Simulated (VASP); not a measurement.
A run of VASP 6.6.1 is set up as follows.

INCAR

```
SYSTEM = InSb
ALGO     = Normal         ! electronic algorithm
EDIFF    = 1E-6           ! SCF threshold, eV
ENCUT    = 520            ! plane-wave cutoff, eV
GGA      = PE             ! functional
ISIF     = 2              ! what is computed and relaxed
ISMEAR   = -1             ! smearing method
LASPH    = .TRUE.         ! aspherical terms in the spheres
LCHARG   = .FALSE.        ! write CHGCAR
LREAL    = .FALSE.        ! projectors in reciprocal space
LWAVE    = .FALSE.        ! write WAVECAR
NBANDS   = 16             ! bands
NELM     = 80             ! most SCF steps
PREC     = Accurate       ! precision mode
SIGMA    = 0.15           ! smearing width, eV
```

Contents of KPOINTS:

```
k-points
0
G
  12 12 12
  0 0 0
```

POSCAR

```
InSb
1.0
    0.0000000000      3.2963011032      3.2963011032
    3.2963011032      0.0000000000      3.2963011032
    3.2963011032      3.2963011032      0.0000000000
In Sb
1 1
Direct
    0.0000000000      0.0000000000      0.0000000000
    0.7500000000      0.7500000000      0.7500000000
```

Potentials or basis: VASP PAW PBE potentials, release 64 (In_d, Sb).

Command:

```bash
$ cat potpaw_PBE.64/In_d/POTCAR potpaw_PBE.64/Sb/POTCAR > POTCAR
$ mpirun -np 1 vasp_std > vasp.out
```

Estimate the pressure.

0.7 GPa.

What does it give for the band gap on the k mesh?

Zero (filled and empty bands touch).

Caveat: semilocal functionals underestimate gaps, so a narrow gap can read as zero; spin-orbit coupling is left out, which moves the levels of the heavy elements.
